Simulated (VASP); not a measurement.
**Ir: single point with PBEsol**

The system is Ir.

```
CELL_PARAMETERS angstrom
0.00000 1.87963 1.87963
1.87963 0.00000 1.87963
1.87963 1.87963 0.00000
ATOMIC_POSITIONS crystal
Ir 0.00000 0.00000 0.00000
```

```json
{"Program": "VASP 6.6.1", "Task": "single point", "Functional": "PBEsol", "Potentials or basis": "VASP PAW PBE potentials, release 64 (Ir_sv_GW)", "Cutoff": "560 eV", "k mesh": "18 × 18 × 18", "Occupations": "gaussian, width 0.1 eV", "Spin": "no spin polarisation"}
```

```json
{
  "Pressure": "23.0 GPa",
  "Band gap on the k mesh": "zero (an odd number of electrons rules out a gap without spin polarisation)"
}
```

Levels at points of the mesh, in eV from the Fermi level:
```
           k point  band 6  band 7  band 8  band 9  band 10  band 11
(0.00, 0.00, 0.00)   -4.33   -4.33   -4.33   -1.34    -1.34    13.33
(0.50, 0.00, 0.00)   -4.45   -4.45   -0.99    0.99     0.99     7.89
(0.50, 0.50, 0.00)   -8.12    0.97    1.62    1.63     1.63    11.36
```

Wall time 29 s on 1 thread of Intel(R) Xeon(R) Platinum 8259CL CPU @ 2.50GHz (Skylake/Cascade Lake), with other jobs on the host, peak memory 0.18 GiB.

Caveat: the cell stands under pressure; the PAW data sets were made with another functional, which shifts forces and pressure a little; spin-orbit coupling is left out, which moves the levels of the heavy elements.
